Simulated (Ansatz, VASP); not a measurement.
**One calculation of Si, two programs**

```xyz
6
Lattice="3.8424 0.0000 0.0000 0.0000 5.4340 0.0000 0.0000 0.0000 19.8424" Properties=species:S:1:pos:R:3 pbc="T T T"
Si    2.8818    0.6792    8.0000
Si    0.9606    4.7547    8.0000
Si    0.9606    3.3962    9.9212
Si    2.8818    2.0377    9.9212
Si    2.8818    0.6792   11.8424
Si    0.9606    4.7547   11.8424
```

Alike in both runs: task single point; functional PBEsol; k mesh 7 × 5 × 1; occupations fermi-dirac, width 0.02 eV; no spin polarisation.

|  | VASP | Ansatz |
| --- | --- | --- |
| version | VASP 6.6.1 | Ansatz 0.2.0 |
| potentials or method | VASP PAW PBE potentials, release 64 (Si) | PAW with Ansatz's default frozen-core files, scalar-relativistic |
| plane-wave cutoff (eV) | 520 | 420 |
| valence electrons in the cell | 24 | 24 |

```csv
,VASP,Ansatz,Ansatz less VASP
rms of the force components (eV/Å),0.289,0.291,+0.0020
```

VASP's potentials were made for PBE, not for PBEsol. Atom by atom the forces differ by 0.004 eV/Å (rms over components). With one functional, cell and mesh, what is left measures potentials, basis and numerics.
